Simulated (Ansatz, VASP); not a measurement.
Two plane-wave programs on ZrF2

File INCAR:

```
PREC = Accurate
ENCUT = 600
EDIFF = 1E-7
ISMEAR = 0
SIGMA = 0.1
LREAL = False
LASPH = True
NELM = 80
ALGO = Normal
ISIF = 3
LWAVE = False
LCHARG = False
GGA = PE
IBRION = 2
NSW = 90
EDIFFG = -0.04
```

File KPOINTS:

```
Automatic mesh
0
Gamma
  6 6 4
```

Contents of POSCAR:

```
ZrF2
1.0
    2.5703634000      0.0000000000      0.0000000000
    0.0000000000      2.5703634000      0.0000000000
    0.0000000000      0.0000000000      5.1407268000
Zr F
1 2
Direct
    0.0000000000      0.0000000000      0.0000000000
    0.5000000000      0.5000000000      0.2500000000
    0.5000000000      0.5000000000      0.7500000000
```

Input for Ansatz:

```yaml
crystal:
  lattice:
    - [2.5703634, 0.0, 0.0]
    - [0.0, 2.5703634, 0.0]
    - [0.0, 0.0, 5.1407268]
  atoms:
    - { symbol: Zr, position: [0.0, 0.0, 0.0] }
    - { symbol: F, position: [0.5, 0.5, 0.25] }
    - { symbol: F, position: [0.5, 0.5, 0.75] }
basis:
  ecutwfc: 420
kpoints:
  mp_grid: { grid: [6, 6, 4] }
hamiltonian:
  xc: pbe
scf:
  occupations: { method: gaussian, width: 0.1 }
  lower_state_search: "off"
output:
  forces: true
  stress: true
  eigenvalues: true
relax:
  adjacent_minimum: "off"
  f_tol: 0.04
  max_steps: 70
  cell: { stress_tol: 0.4 }
```

Change from the starting cell: ordered vacancies on the cation sites of caesium chloride (P4/mmm, No. 123).

Alike in both runs: task relaxation of cell and atoms; functional PBE; k mesh 6 × 6 × 4; occupations gaussian, width 0.1 eV; no spin polarisation.

|  | VASP | Ansatz |
| --- | --- | --- |
| version | VASP 6.6.1 | Ansatz 0.2.0 |
| potentials or method | VASP PAW PBE potentials, release 64 (Zr_sv, F), cutoff 600 eV | scalar-relativistic, plane waves, PAW |
| valence electrons in the cell | 26 | 26 |

```tsv
	VASP	Ansatz	Ansatz less VASP
gap on the k mesh at the Fermi level, each at its own relaxed structure (eV)	none	none	-
relaxed volume (Å³/atom)	15.28	15.64	+0.361
relaxed length of the cell vector where the two differ most in proportion (Å)	5.648	5.761	+0.1127
```

A gap of «none» marks a metal or a gap that the smearing closes.

The k mesh is coarse, so the values compare programs but aren't converged. Noted on VASP's run: the volume moved by over 15 % at a fixed basis, so the end points are rough.
